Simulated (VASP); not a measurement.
Wanted: the native input for a VASP 6.6.1 run.

| Property | Result |
| --- | --- |
| Task | single point |
| Functional | LDA |
| Potentials or basis | VASP PAW LDA potentials, release 64 (C) |
| Cutoff | 520 eV |
| k mesh | 18 × 18 × 18 |
| Occupations | fermi-dirac, width 0.05 eV |
| Spin | no spin polarisation |
| Dipole correction | no |
| Further INCAR settings | ALGO = Normal; EDIFF = 1e-06; NBANDS = 11 |

The structure of C lies in POSCAR:

```
C
1.0
    0.0000000000      2.1270000000      3.3480000000
    1.2280000000      0.0000000000      3.3480000000
    1.2280000000      2.1270000000      0.0000000000
C
2
Direct
    0.1666700000      0.8333300000      0.1666700000
    0.8333300000      0.1666700000      0.8333300000
```

One way to write it, as run:

INCAR

```
SYSTEM = C
ALGO = Normal ; EDIFF = 1E-6
ENCUT = 520 ; GGA = CA
ISIF = 2 ; ISMEAR = -1
LASPH = .True. ; LCHARG = .False.
LREAL = .False. ; LWAVE = .False.
NBANDS = 11 ; NELM = 100
PREC = Accurate ; SIGMA = 0.05
```

KPOINTS

```
k-points
0
Gamma
  18 18 18
  0 0 0
```

Potentials or basis: VASP PAW LDA potentials, release 64 (C).

Launch:

```bash
$ cat potpaw_LDA.64/C/POTCAR > POTCAR
$ mpirun -np 1 vasp_std > vasp.out
```

Results of the run:

The pressure is -3.0 GPa, the largest force is 0.006 eV/Å and the band gap on the k mesh is 0.08 eV, indirect (least direct gap 0.16 eV).

Wall time 120 s on 1 thread of AMD EPYC 7R13 Processor (Zen 3) (shared host), peak memory 0.2 GiB.
